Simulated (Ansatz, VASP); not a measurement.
## Two plane-wave programs on NaI

```xyz
4
Lattice="-2.2145 2.2145 8.1965 2.2145 -2.2145 8.1965 2.2145 2.2145 -8.1965" Properties=species:S:1:pos:R:3 pbc="T T T"
Na    2.2145    0.0000    4.0982
Na    0.0000    0.0000    8.1965
I     0.0000    2.2145    4.0982
I     0.0000    0.0000    0.0000
```

Alike in both runs: task single point; functional r2SCAN; k mesh 6 × 6 × 6; occupations fermi-dirac, width 0.02 eV; no spin polarisation.

|  | VASP | Ansatz |
| --- | --- | --- |
| version | VASP 6.6.1 | Ansatz 0.2.0 |
| potentials or method | VASP PAW PBE potentials, release 64 (Na_pv, I), cutoff 520 eV | plane waves, PAW |
| valence electrons in the cell | 28 | 52 |

```tsv
	VASP	Ansatz	Ansatz less VASP
pressure (GPa)	-0.3	-0.2	+0.06
traceless stress, the component that is largest in VASP (GPa)	0.14	0.10	-0.044
```

VASP's potentials were made for PBE, not for r2SCAN. The functional is the same, so the differences come from potentials, cutoffs and numerics. VASP's potentials hold 28 valence electrons a cell and Ansatz's 52, so a difference there can come from the potentials and not from the codes.

Neither program's run includes spin-orbit coupling.
